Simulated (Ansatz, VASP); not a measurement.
**Two plane-wave programs on Tl2Sn2H5**

```
Tl Sn H
1.0
     3.66579    2.11645    7.80667
    -3.66579    2.11645    7.80667
     0.00000   -4.23289    7.80667
Tl Sn H
2 2 5
Direct
  0.06033 0.06033 0.06033
  0.93967 0.93967 0.93967
  0.15655 0.15655 0.15655
  0.84345 0.84345 0.84345
  0.50000 0.50000 0.00000
  0.00000 0.50000 0.50000
  0.50000 0.00000 0.50000
  0.50000 0.50000 0.50000
  0.00000 0.00000 0.00000
```

Alike in both runs: task relaxation of cell and atoms; functional PBE; k mesh 3 × 3 × 3; occupations gaussian, width 0.1 eV; no spin polarisation.

```csv
,VASP,Ansatz
version,VASP 6.6.1,Ansatz 0.2.0
potentials or method,"VASP PAW PBE potentials, release 64 (Tl_d, Sn_d, H), cutoff 600 eV","scalar-relativistic, plane waves, PAW"
valence electrons in the cell,59,59
```

```csv
,VASP,Ansatz,Ansatz less VASP
"gap on the k mesh at the Fermi level, each at its own relaxed structure (eV)",none,none,-
relaxed volume (Å³/atom),21.15,18.13,-3.022
relaxed length of the cell vector where the two differ most in proportion (Å),9.853,9.021,-0.8324
```

A gap of «none» marks a metal or a gap that the smearing closes. One of these differences is far larger than is usual between the two programs; its cause wasn't traced.

Spin-orbit coupling is off throughout. Noted on VASP's run: the volume moved by over 15 % at a fixed basis, so the end points are rough.
